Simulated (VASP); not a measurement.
Al4Ni: single point with r2SCAN

Al4Ni:

```
Al Ni
1.0
     4.07101    0.00000    0.00000
     0.00000    4.07101    0.00000
     0.00000    0.00000    9.51189
Al Ni
8 2
Direct
  0.00000 0.00000 0.00000
  0.50000 0.50000 0.00000
  0.00000 0.50000 0.50149
  0.50000 0.00000 0.49851
  0.00000 0.00000 0.29053
  0.50000 0.50000 0.29053
  0.50000 0.50000 0.70947
  0.00000 0.00000 0.70947
  0.00000 0.50000 0.15036
  0.50000 0.00000 0.84964
```

```
Program                : VASP 6.6.1
Task                   : single point
Functional             : r2SCAN
Potentials or basis    : VASP PAW PBE potentials, release 64 (Al, Ni)
Cutoff                 : 520 eV
k mesh                 : 8 × 8 × 4
Occupations            : gaussian, width 0.1 eV
Spin                   : no spin polarisation
Dipole correction      : no
Further INCAR settings : ALGO = Normal; EDIFF = 1e-06; NBANDS = 33
```

```
Pressure               : -3.2 GPa
Largest force          : 0.088 eV/Å
Band gap on the k mesh : zero (bands 22 and 23 overlap by 1.72 eV)
```

Forces on the atoms (eV/Å):
```
Al   0.000  0.000  0.000
Al   0.000  0.000  0.000
Al   0.000  0.000 -0.075
Al   0.000  0.000  0.075
Al   0.000  0.000 -0.029
Al   0.000  0.000 -0.029
Al   0.000  0.000  0.029
Al   0.000  0.000  0.029
Ni   0.000  0.000  0.088
Ni   0.000  0.000 -0.088
```

Stress tensor (GPa, compression positive):
```
-3.07  0.00  0.00
 0.00 -3.07  0.00
 0.00  0.00 -3.58
```

Levels at points of the mesh, in eV from the Fermi level:
```tsv
k point	band 20	band 21	band 22	band 23	band 24	band 25
(0.00, 0.00, 0.00)	-0.40	-0.40	-0.31	-0.31	0.94	1.89
(0.50, 0.00, 0.00)	-0.81	-0.39	-0.39	0.96	0.96	1.47
(0.50, 0.50, 0.00)	-2.17	-1.74	-1.74	-0.40	-0.40	0.45
(0.00, 0.00, 0.50)	-1.00	-0.12	0.10	1.21	1.57	1.60
(0.50, 0.00, 0.50)	-0.44	0.52	0.52	0.89	0.89	1.73
(0.50, 0.50, 0.50)	-2.21	-2.05	-2.05	-0.84	-0.84	-0.12
```

It took 6.9 min on 1 thread of Intel(R) Xeon(R) 6975P-C (Granite Rapids), on a shared host, peak memory 0.37 GiB.

Caveat: the cell stands under tension; the PAW data sets were made with another functional, which shifts forces and pressure a little. Spin polarisation is off, so any magnetic state and its effect on volume and gap are missing.
